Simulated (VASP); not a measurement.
Al4Co4H: relaxation of the atoms with PBEsol

System: Al4Co4H, a slab with vacuum.

```xyz
9
Lattice="2.8226 0.0000 0.0000 0.0000 3.9917 0.0000 0.0000 0.0000 24.9876" Properties=species:S:1:pos:R:3 pbc="T T T"
Al    0.0000    1.9959    8.5000
Al    0.0000    0.0000   10.4959
Al    0.0000    1.9959   12.4904
Al    0.0000    0.0000   14.5852
Co    1.4113    0.0000    8.5000
Co    1.4113    1.9959   10.4959
Co    1.4113    0.0000   12.4734
Co    1.4113    1.9959   14.3997
H     0.0000    0.0000   16.1052
```

```json
{
  "Program": "VASP 6.6.1",
  "Task": "relaxation of the atoms",
  "Functional": "PBEsol",
  "Potentials or basis": "VASP PAW PBE potentials, release 64 (Al, Co, H)",
  "Cutoff": "520 eV",
  "k mesh": "10 × 7 × 1",
  "Occupations": "gaussian, width 0.1 eV",
  "Spin": "no spin polarisation",
  "Dipole correction": "yes",
  "Atoms held fixed (from 0)": "[0, 4, 1, 5]",
  "Further INCAR settings": "ALGO = Normal; EDIFF = 1e-06; IBRION = 2; EDIFFG = -0.03; NSW = 90"
}
```

| Quantity | Value |
| --- | --- |
| Energy gained by relaxing | 11.5 meV/atom |
| Ionic steps | 13 |
| Band gap on the k mesh | zero (an odd number of electrons rules out a gap without spin polarisation) |

Step by step:
| step | energy change (eV) | largest force on free atoms (eV/Å) | pressure (GPa) |
| --- | --- | --- | --- |
| 1 | 0.0000 | 1.6812 | -0.56 |
| 2 | -0.0887 | 0.5078 | -0.79 |
| 3 | -0.0967 | 0.1228 | -0.77 |
| 4 | -0.0967 | 0.1180 | -0.75 |
| 5 | -0.0980 | 0.1012 | -0.74 |
| 6 | -0.1008 | 0.0865 | -0.71 |
| 7 | -0.1012 | 0.1497 | -0.62 |
| 8 | -0.1019 | 0.1008 | -0.66 |
| 9 | -0.1028 | 0.0780 | -0.67 |
| 10 | -0.1028 | 0.0791 | -0.64 |
| 11 | -0.1031 | 0.0478 | -0.71 |
| 12 | -0.1031 | 0.0345 | -0.70 |
| 13 | -0.1034 | 0.0289 | -0.72 |

Final structure:
```
Al Co H
1.0
     2.82259    0.00000    0.00000
     0.00000    3.99174    0.00000
     0.00000    0.00000   24.98761
Al Co H
4 4 1
Direct
  0.00000 0.50000 0.34017
  0.00000 0.00000 0.42004
  0.00000 0.50000 0.49904
  0.00000 0.00000 0.58278
  0.50000 0.00000 0.34017
  0.50000 0.50000 0.42004
  0.50000 0.00000 0.50001
  0.50000 0.50000 0.57386
  0.00000 0.00000 0.64845
```

Levels at points of the mesh, in eV from the Fermi level:
```tsv
k point	band 22	band 23	band 24	band 25	band 26	band 27
(0.00, 0.00, 0.00)	-0.43	-0.42	-0.42	-0.32	-0.29	1.08
(0.50, 0.00, 0.00)	-0.03	-0.01	0.48	0.58	0.73	1.03
```

It took 13 min on 4 MPI ranks on Intel(R) Xeon(R) Platinum 8375C CPU @ 2.90GHz (Ice Lake), with other jobs on the host, peak memory 0.5 GiB a rank.

Caveat: the PAW data sets were made with another functional, which shifts forces and pressure a little; the run has no spin polarisation, though such a crystal can be magnetic. Spin polarisation is off, so any magnetic state and its effect on volume and gap are missing.
